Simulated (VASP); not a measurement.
# Al2O3 (Corundum) (R-3c) in VASP: notebook

The runs below take Al2O3 (Corundum) through single point, with PBE+D4, PBE+D3(BJ).

Program: VASP 6.6.1. These are calculated values, not measurements. Logs are shortened: lines on timing, memory, paths and dates and some standing lists are left out, and cuts for length are marked.

**What was measured.**

“Multi-petahertz electron interference in Cr:Al2O3 solid-state material”, 2018, pmc:5906618 quotes, for a bulk crystal of Al2O3: band gap 8.7 eV (optical).

How close the calculation comes is told below.

### 1 The cell of the first run

It takes space group R-3c (No. 167, trigonal). The conventional cell has a = 4.778 Å, b = 4.778 Å, c = 13.032 Å, α = 90.00°, β = 90.00°, γ = 120.00°. Within 2.5 Å of Al (site symmetry 3) lie 6 O at 1.86 to 1.98 Å. O (site symmetry 2) has 4 Al at 1.86 to 1.98 Å within 2.5 Å.

### 2 Single point, PBE+D4

INCAR

```
SYSTEM = Al2O3
PREC = Accurate
ENCUT = 520
EDIFF = 1E-6
ISMEAR = -1
SIGMA = 0.05
LREAL = .FALSE.
LASPH = .TRUE.
NELM = 80
ALGO = Normal
ISIF = 2
LWAVE = .FALSE.
LCHARG = .FALSE.
GGA = PE
IVDW = 13
NBANDS = 35
```

KPOINTS

```
Automatic mesh
0
G
  7 7 7
  0 0 0
```

POSCAR

```
Al2O3
1.0
    2.3888894637      1.3792259749      4.3440373751
   -2.3888894637      1.3792259749      4.3440373751
    0.0000000000     -2.7584519499      4.3440373751
Al O
4 6
Direct
    0.8521235874      0.8521235874      0.8521235874
    0.6478764126      0.6478764126      0.6478764126
    0.1478764126      0.1478764126      0.1478764126
    0.3521235874      0.3521235874      0.3521235874
    0.0564340837      0.7500000000      0.4435659163
    0.7500000000      0.4435659163      0.0564340837
    0.4435659163      0.0564340837      0.7500000000
    0.9435659163      0.2500000000      0.5564340837
    0.2500000000      0.5564340837      0.9435659163
    0.5564340837      0.9435659163      0.2500000000
```

Potentials or basis: VASP PAW PBE potentials, release 64 (Al, O).

Run with:

```console
cat potpaw_PBE.64/Al/POTCAR potpaw_PBE.64/O/POTCAR > POTCAR
mpirun -np 1 vasp_std > vasp.out
```

OUTCAR:

```text
SYSTEM = Al2O3
   PREC = Accurate
   ENCUT = 520
   EDIFF = 1E-6
   ISMEAR = -1
   LREAL = .FALSE.
   LASPH = .TRUE.
   NELM = 80
   ISIF = 2
   GGA = PE
   IVDW = 13

 ion  position               nearest neighbor table
   1  0.852  0.852  0.852-   8 1.86   9 1.86  10 1.86   6 1.98   7 1.98   5 1.98   2 2.66   3 2.80
                             3 2.80   3 2.80   2 3.23   2 3.23   2 3.23
   2  0.648  0.648  0.648-   9 1.86   8 1.86  10 1.86   5 1.98   7 1.98   6 1.98   1 2.66   4 2.80
                             4 2.80   4 2.80   1 3.23   1 3.23   1 3.23
   3  0.148  0.148  0.148-   5 1.86   6 1.86   7 1.86   9 1.98  10 1.98   8 1.98   4 2.66   1 2.80
                             1 2.80   1 2.80   4 3.23   4 3.23   4 3.23
   4  0.352  0.352  0.352-   6 1.86   5 1.86   7 1.86   8 1.98  10 1.98   9 1.98   3 2.66   2 2.80
                             2 2.80   2 2.80   3 3.23   3 3.23   3 3.23
   5  0.056  0.750  0.444-   3 1.86   4 1.86   2 1.98   1 1.98
   6  0.750  0.444  0.056-   4 1.86   3 1.86   1 1.98   2 1.98
   7  0.444  0.056  0.750-   3 1.86   4 1.86   1 1.98   2 1.98
   8  0.944  0.250  0.556-   1 1.86   2 1.86   4 1.98   3 1.98
   9  0.250  0.556  0.944-   2 1.86   1 1.86   3 1.98   4 1.98
  10  0.556  0.944  0.250-   1 1.86   2 1.86   3 1.98   4 1.98

  LATTYP: Found a trigonal (rhomboedric) cell.
 ALAT       =     5.1458447194
 COS(alpha) =     0.5689687559

  Lattice vectors:

 A1 = (   2.3888894637,   1.3792259749,   4.3440373751)
 A2 = (  -2.3888894637,   1.3792259749,   4.3440373751)
 A3 = (   0.0000000000,  -2.7584519499,   4.3440373751)

Analysis of symmetry for initial positions (statically):
=====================================================================
 Subroutine PRICEL returns:
 Original cell was already a primitive cell.

 Routine SETGRP: Setting up the symmetry group for a
 trigonal (rhombohedral) supercell.

 Subroutine GETGRP returns: Found 12 space group operations
 (whereof  6 operations were pure point group operations)
 out of a pool of 12 trial point group operations.

The static configuration has the point symmetry S_6 .
 The point group associated with its full space group is D_3d.

Analysis of symmetry for dynamics (positions and initial velocities):
=====================================================================
 Subroutine PRICEL returns:
 Original cell was already a primitive cell.

 Routine SETGRP: Setting up the symmetry group for a
 trigonal (rhombohedral) supercell.

 Subroutine GETGRP returns: Found 12 space group operations
 (whereof  6 operations were pure point group operations)
 out of a pool of 12 trial point group operations.

The dynamic configuration has the point symmetry S_6 .
 The point group associated with its full space group is D_3d.

 Subroutine INISYM returns: Found 12 space group operations
 (whereof  6 operations are pure point group operations),
 and found     1 'primitive' translations

----------------------------------------------------------------------------------------

                                     Primitive cell

  volume of cell :      85.8769

  direct lattice vectors                    reciprocal lattice vectors
     2.388889464  1.379225975  4.344037375     0.209302275  0.120840725  0.076733533
    -2.388889464  1.379225975  4.344037375    -0.209302275  0.120840725  0.076733533
     0.000000000 -2.758451950  4.344037375     0.000000000 -0.241681450  0.076733533

  length of vectors
     5.145844719  5.145844719  5.145844719     0.253570421  0.253570421  0.253570421

  position of ions in fractional coordinates (direct lattice)
     0.852123587  0.852123587  0.852123587
     0.647876413  0.647876413  0.647876413
     0.147876413  0.147876413  0.147876413
     0.352123587  0.352123587  0.352123587
     0.056434084  0.750000000  0.443565916
     0.750000000  0.443565916  0.056434084
     0.443565916  0.056434084  0.750000000
     0.943565916  0.250000000  0.556434084
     0.250000000  0.556434084  0.943565916
     0.556434084  0.943565916  0.250000000

  ion indices of the primitive-cell ions
   primitive index   ion index
                 1           1
                 2           2
                 3           3
                 4           4
                 5           5
                 6           6
                 7           7
                 8           8
                 9           9
                10          10

----------------------------------------------------------------------------------------

 KPOINTS: Automatic mesh

Automatic generation of k-mesh.
 Grid dimensions read from file:
 generate k-points for:    7    7    7

 Generating k-lattice:

  Cartesian coordinates                     Fractional coordinates (reciprocal lattice)
     0.029900325  0.017262961  0.010961933     0.142857143  0.000000000  0.000000000
    -0.029900325  0.017262961  0.010961933     0.000000000  0.142857143  0.000000000
     0.000000000 -0.034525921  0.010961933     0.000000000  0.000000000  0.142857143

  Length of vectors
     0.036224346  0.036224346  0.036224346

  Shift w.r.t. Gamma in fractional coordinates (k-lattice)
     0.000000000  0.000000000  0.000000000

 Subroutine IBZKPT returns following result:
 ===========================================

 Found     44 irreducible k-points:

 Following reciprocal coordinates:
            Coordinates               Weight
  0.000000  0.000000  0.000000      1.000000
  0.142857  0.000000 -0.000000      6.000000
  0.285714  0.000000 -0.000000      6.000000
  0.428571  0.000000  0.000000      6.000000
  0.142857  0.142857 -0.000000      6.000000
  0.285714  0.142857  0.000000     12.000000
[... 16 lines left out ...]
  0.285714  0.285714  0.142857      6.000000
  0.428571  0.285714  0.142857     12.000000
 [... further k-points ...]
   k-points           NKPTS =     44   k-points in BZ     NKDIM =     44   number of bands    NBANDS=     35
   number of dos      NEDOS =    301   number of ions     NIONS =     10
   total plane-waves  NPLWV =  64000
   dimension x,y,z NGX =    40 NGY =   40 NGZ =   40
   dimension x,y,z NGXF=    80 NGYF=   80 NGZF=   80
   ions per type =               4   6
   NGX,Y,Z   is equivalent  to a cutoff of  12.92, 12.92, 12.92 a.u.
   NGXF,Y,Z  is equivalent  to a cutoff of  25.85, 25.85, 25.85 a.u.
 SYSTEM =  Al2O3
   PREC   = accura    normal or accurate (medium, high low for compatibility)
   ISTART =      0    job   : 0-new  1-cont  2-samecut
   ICHARG =      2    charge: 1-file 2-atom 10-const
   ISPIN  =      1    spin polarized calculation?
   LNONCOLLINEAR =      F non collinear calculations
   LSORBIT =      F    spin-orbit coupling
   LASPH  =      T    aspherical Exc in radial PAW
   ENCUT  =  520.0 eV  38.22 Ry    6.18 a.u.   9.57  9.57  9.57*2*pi/ulx,y,z
   NELM   =     80;   NELMIN=  2; NELMDL= -5     # of ELM steps
   EDIFF  = 0.1E-05   stopping-criterion for ELM
   LREAL  =      F    real-space projection
   EDIFFG = 0.1E-04   stopping-criterion for IOM
   NSW    =      0    number of steps for IOM
   IBRION =     -1    ionic relax: 0-MD 1-quasi-New 2-CG
   NFREE  =      0    steps in history (QN), initial steepest desc. (CG)
   ISIF   =      2    stress and relaxation
   ISYM   =      2    0-nonsym 1-usesym 2-fastsym
   POTIM  = 0.5000    time-step for ionic-motion
   TEBEG  =    0.0;   TEEND  =   0.0 temperature during run
   PSTRESS=    0.0 pullay stress
   NELECT =      48.0000    total number of electrons
   NUPDOWN=      -1.0000    fix difference up-down
   EMIN   =  10.00;   EMAX   =-10.00  energy-range for DOS
   EFERMI =   0.00;   METHOD = LEGACY
   ISMEAR =    -1;   SIGMA  =   0.05  broadening in eV -4-tet -1-fermi 0-gaus
   EFERMI_NEDOS =   21; number of points for ismear=-14 and -15
   IALGO  =     38    algorithm
   IMIX   =      4    mixing-type and parameters
     AMIX     =   0.40;   BMIX     =  1.00
     AMIX_MAG =   1.60;   BMIX_MAG =  1.00
  volume/ion in A,a.u.               =       8.59        57.95
  Fermi-wavevector in a.u.,A,eV,Ry     =   1.348538  2.548367 24.742935  1.818554
  Thomas-Fermi vector in A             =   2.476199
   LORBIT       =      0    0 simple, 1 ext, 2 COOP (PROOUT), +10 PAW based schemes
   GGA     = PE    functional components
   LHFCALC =     F    Hartree Fock is set to
   AEXX    =    0.0000 exact exchange contribution
   IVDW    =    13    specifies the selected vdW correction
   LEPSILON=     F    determine dielectric tensor
   LRPA    =     F    only Hartree local field effects (RPA)
 non-spin polarized calculation
  energy-cutoff  :      520.00
  volume of cell :       85.88
 maximum number of plane-waves:      2331
 NGX is ok and might be reduce to    40
   NGX = 19   NGY = 19   NGZ = 19

 number of electron      48.0000013 magnetization

 Free energy of the ion-electron system (eV)
  ---------------------------------------------------
  ext. energy  EPLUGINS =         0.00000000
  ---------------------------------------------------
  free energy    TOTEN  =       -74.78570075 eV

  energy without entropy =      -74.78570075  energy(sigma->0) =      -74.78570075

 E-fermi :   7.1769     XC(G=0): -11.6359

 val. band max:        6.0292477720   @ k =   0.0000   0.0000   0.0000
 cond. band min:      12.1165639440   @ k =   0.0000   0.0000   0.0000
 fundamental gap:      6.0873161719
 Fermi energy:         7.1768721202

 k-point     1 :       0.0000    0.0000    0.0000
  band No.  band energies     occupation
      1     -13.1408      2.00000
      2     -10.8423      2.00000
      3     -10.5725      2.00000
      4     -10.5725      2.00000
      5     -10.2593      2.00000
      6     -10.2593      2.00000
[... 27 lines left out ...]
     34      19.4344      0.00000
     35      20.5720      0.00000
[... 843 lines left out ...]
      5     -10.4746      2.00000
      6     -10.2056      2.00000
[... 27 lines left out ...]
     34      19.5195      0.00000
     35      19.8139      0.00000

 [... further k-points ...]

------------------------ aborting loop because EDIFF is reached ----------------------------------------

  DFT-D4 for vdW energy calculation

  Edisp (eV):   -2.67791

  FORCE on cell =-STRESS in cart. coord.  units (eV):
  Direction    XX          YY          ZZ          XY          YZ          ZX
  --------------------------------------------------------------------------------------
  -------------------------------------------------------------------------------------
  Total      -0.06869    -0.06869    -0.09052    -0.00000     0.00000     0.00000
  in kB      -1.28145    -1.28145    -1.68876    -0.00000     0.00000     0.00000
  external pressure =       -1.42 kB  Pullay stress =        0.00 kB

 VOLUME and BASIS-vectors are now :
 -----------------------------------------------------------------------------
  energy-cutoff  :      520.00
  volume of cell :       85.88
      direct lattice vectors                 reciprocal lattice vectors
     2.388889464  1.379225975  4.344037375     0.209302275  0.120840725  0.076733533
    -2.388889464  1.379225975  4.344037375    -0.209302275  0.120840725  0.076733533
     0.000000000 -2.758451950  4.344037375     0.000000000 -0.241681450  0.076733533

 POSITION                                       TOTAL-FORCE (eV/Angst)
 -----------------------------------------------------------------------------------
      0.00000     -0.00000     11.10497         0.000000     -0.000000      0.003930
      0.00000     -0.00000      8.44320         0.000000      0.000000     -0.003930
      0.00000     -0.00000      1.92714         0.000000      0.000000     -0.003930
      0.00000     -0.00000      4.58891         0.000000     -0.000000      0.003930
     -1.65685     -0.11130      5.43005        -0.000204     -0.000354     -0.000000
      0.73204      1.49053      5.43005        -0.000204      0.000354     -0.000000
      0.92482     -1.37923      5.43005         0.000409      0.000000     -0.000000
      1.65685      0.11130      7.60207         0.000204      0.000354     -0.000000
     -0.73204     -1.49053      7.60207         0.000204     -0.000354     -0.000000
     -0.92482      1.37923      7.60207        -0.000409      0.000000     -0.000000
 -----------------------------------------------------------------------------------
    total drift:                               -0.000000     -0.000000      0.000000

  FREE ENERGIE OF THE ION-ELECTRON SYSTEM (eV)
  ---------------------------------------------------
  free  energy   TOTEN  =       -77.4636060515 eV

  energy  without entropy=      -77.4636060515  energy(sigma->0) =      -77.46360605
```

Wall time 3.1 min (1 thread of Intel Xeon Platinum 8375C at 2.90GHz (Ice Lake), shared host); peak memory 0.28 GiB.

What came out:

| Quantity | Value |
| --- | --- |
| Free energy | -77.4636 eV |
| Pressure | -0.1 GPa |
| Largest force | 0.004 eV/Å |
| Band gap on the k mesh | 6.09 eV, direct |
| Dispersion energy per atom | -0.268 eV |

Forces on the atoms (eV/Å):
```
Al   0.000  0.000  0.004
Al   0.000  0.000 -0.004
Al   0.000  0.000 -0.004
Al   0.000  0.000  0.004
O    0.000  0.000  0.000
O    0.000  0.000  0.000
O    0.000  0.000  0.000
O    0.000  0.000  0.000
O    0.000  0.000  0.000
O    0.000  0.000  0.000
```

(Part 1 of 2 ends here.)
